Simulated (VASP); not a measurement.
## CuO: single point with r2SCAN

CuO:

```
Cu O
1.0
     2.34465   -1.71340    0.00000
     2.34465    1.71340    0.00000
    -0.86055    0.00000    5.05944
Cu O
2 2
Direct
  0.00320 0.49680 0.00000
  0.49680 0.00320 0.50000
  0.57140 0.40560 0.25370
  0.40560 0.57140 0.75370
```

```yaml
Program: VASP 6.6.1
Task: single point
Functional: r2SCAN
Potentials_or_basis: VASP PAW PBE potentials, release 64 (Cu, O)
Cutoff: 520 eV
k_mesh: 10 × 10 × 5
Occupations: fermi-dirac, width 0.05 eV
Spin: no spin polarisation
Dipole_correction: no
Further_INCAR_settings: ALGO = Normal; EDIFF = 1e-06; NBANDS = 25
```

```
Pressure               : -0.3 GPa
Largest force          : 0.767 eV/Å
Band gap on the k mesh : zero (bands 17 and 18 overlap by 0.59 eV)
```

Forces in eV/Å, atoms in the order of the input:
```
Cu  -0.635  0.349  0.250
Cu  -0.635 -0.349  0.250
O    0.635  0.290 -0.250
O    0.635 -0.290 -0.250
```

Stress tensor (GPa, compression positive):
```
-0.58  0.00 -1.27
 0.00  0.86  0.00
-1.27  0.00 -1.22
```

Levels at points of the mesh, in eV from the Fermi level:
```tsv
k point	band 13	band 14	band 15	band 16	band 17	band 18	band 19	band 20	band 21	band 22
(0.00, 0.00, 0.00)	-2.49	-2.41	-2.31	-1.86	0.20	0.94	2.04	6.56	8.71	14.03
(0.50, 0.00, 0.00)	-2.28	-1.78	-1.65	-1.55	-0.02	0.31	5.33	6.85	7.47	11.77
(0.50, 0.50, 0.00)	-2.34	-2.28	-1.70	-1.39	-0.76	1.10	3.78	7.56	9.06	10.70
```

Run time: 7.9 min on 1 thread of Intel Xeon 8259CL, on a shared host, peak memory 0.26 GiB.

Caveat: the PAW data sets were made with another functional, which shifts forces and pressure a little; semilocal functionals often make such compounds metallic where correlation or magnetic order opens a gap, which also shifts bond lengths. With open d or f shells a metallic result of r2SCAN can be an artefact of self-interaction; +U or a hybrid may open a gap.
